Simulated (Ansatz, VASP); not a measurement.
## LiH2 in VASP and in Ansatz

INCAR

```
ALGO = Normal
EDIFF = 1E-6
EDIFFG = -0.04
ENCUT = 600
GGA = PE
IBRION = 2
ISIF = 3
ISMEAR = 0
LASPH = T
LCHARG = F
LREAL = F
LWAVE = F
NELM = 100
NSW = 90
PREC = Accurate
SIGMA = 0.1
```

File KPOINTS:

```
k-points
0
Gamma
  6 6 6
```

Contents of POSCAR:

```
LiH2
1.0
    2.8974336710      0.0000000000      0.0000000000
   -1.4487168355      2.5092511649      0.0000000000
    0.0000000000      0.0000000000      3.1284582827
Li H
1 2
Direct
    0.0000000000      0.0000000000      0.0000000000
    0.3333333333      0.6666666667      0.5000000000
    0.6666666667      0.3333333333      0.5000000000
```

Input for Ansatz:

```yaml
crystal:
  lattice:
    - [2.897433671, 0.0, 0.0]
    - [-1.4487168355, 2.5092511649, 0.0]
    - [0.0, 0.0, 3.1284582827]
  atoms:
    - { symbol: Li, position: [0.0, 0.0, 0.0] }
    - { symbol: H, position: [0.3333333333, 0.6666666667, 0.5] }
    - { symbol: H, position: [0.6666666667, 0.3333333333, 0.5] }
basis:
  ecutwfc: 420
kpoints:
  mp_grid: { grid: [6, 6, 6] }
hamiltonian:
  xc: pbe
scf:
  occupations: { method: gaussian, width: 0.1 }
  lower_state_search: "off"
output:
  forces: true
  stress: true
  eigenvalues: true
relax:
  adjacent_minimum: "off"
  f_tol: 0.04
  max_steps: 70
  cell: { stress_tol: 0.4 }
```

Alike in both runs: task relaxation of cell and atoms; functional PBE; k mesh 6 × 6 × 6; occupations gaussian, width 0.1 eV; no spin polarisation.

|  | VASP | Ansatz |
| --- | --- | --- |
| version | VASP 6.6.1 | Ansatz 0.2.0 |
| potentials or method | VASP PAW PBE potentials, release 64 (Li_sv, H), cutoff 600 eV | scalar-relativistic, plane waves, PAW |
| valence electrons in the cell | 5 | 5 |

```csv
,VASP,Ansatz,Ansatz less VASP
"gap on the k mesh at the Fermi level, each at its own relaxed structure (eV)",none,none,-
relaxed volume (Å³/atom),6.16,6.06,-0.101
relaxed cell length with the largest relative difference (Å),2.459,2.442,-0.0161
```

A gap of «none» marks a metal or a gap that the smearing closes.

The k mesh is coarse, so the values compare programs but aren't converged. Noted on VASP's run: the cutoff is short for stress, so the pressure is rough; the volume moved by over 15 % at a fixed basis, so the end points are rough.
